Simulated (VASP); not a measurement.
# Ge2Sb2Te5: single point with PBE

Ge2Sb2Te5:

```
Te Sb Ge
1.0
     6.69952   -3.00342    0.00000
     6.69952    3.00342    0.00000
    -6.69153    0.00000    6.70782
Te Sb Ge
5 2 2
Direct
  0.59470 0.59470 0.38643
  0.79529 0.79529 0.19611
  0.00832 0.00832 0.00643
  0.20652 0.20652 0.80980
  0.39996 0.39996 0.59712
  0.90171 0.90171 0.58787
  0.11187 0.11187 0.41735
  0.28429 0.28429 0.18783
  0.49734 0.49734 0.01104
```

```yaml
Program: VASP 6.6.1
Task: single point
Functional: PBE
Potentials_or_basis: VASP PAW PBE potentials, release 64 (Te, Sb, Ge_d)
Cutoff: 520 eV
k_mesh: 5 × 5 × 4
Occupations: fermi-dirac, width 0.05 eV
Spin: no spin polarisation
Dipole_correction: no
Further_INCAR_settings: ALGO = Normal; EDIFF = 1e-07; NBANDS = 44
```

| Property | Result |
| --- | --- |
| Pressure | 3.1 GPa |
| Largest force | 0.413 eV/Å |
| Band gap on the k mesh | 0.20 eV, indirect (least direct gap 0.29 eV) |

Forces in eV/Å, atoms in the order of the input:
```
Te  -0.193  0.000  0.239
Te   0.126  0.000 -0.375
Te  -0.233  0.000 -0.138
Te   0.063  0.000  0.107
Te   0.373  0.000  0.177
Sb  -0.067  0.000 -0.002
Sb  -0.136  0.000 -0.051
Ge  -0.052  0.000  0.046
Ge   0.119  0.000 -0.004
```

Stress tensor (GPa, compression positive):
```
 3.36  0.00 -0.12
 0.00  2.62  0.00
-0.12  0.00  3.29
```

Levels at points of the mesh, in eV from the valence-band top:
| k point | band 32 | band 33 | band 34 | band 35 | band 36 | band 37 |
| --- | --- | --- | --- | --- | --- | --- |
| (0.00, 0.00, 0.00) | -0.66 | -0.46 | -0.45 | 1.03 | 1.36 | 2.48 |
| (0.00, 0.00, 0.50) | -0.80 | -0.71 | -0.32 | 0.68 | 1.50 | 1.88 |

It took 14 min on 1 thread of Oxide Virtual Turin-like Processor, with other jobs on the host, peak memory 0.68 GiB.

Caveat: spin-orbit coupling is left out, which moves the levels of the heavy elements. A k mesh can miss the band edges.
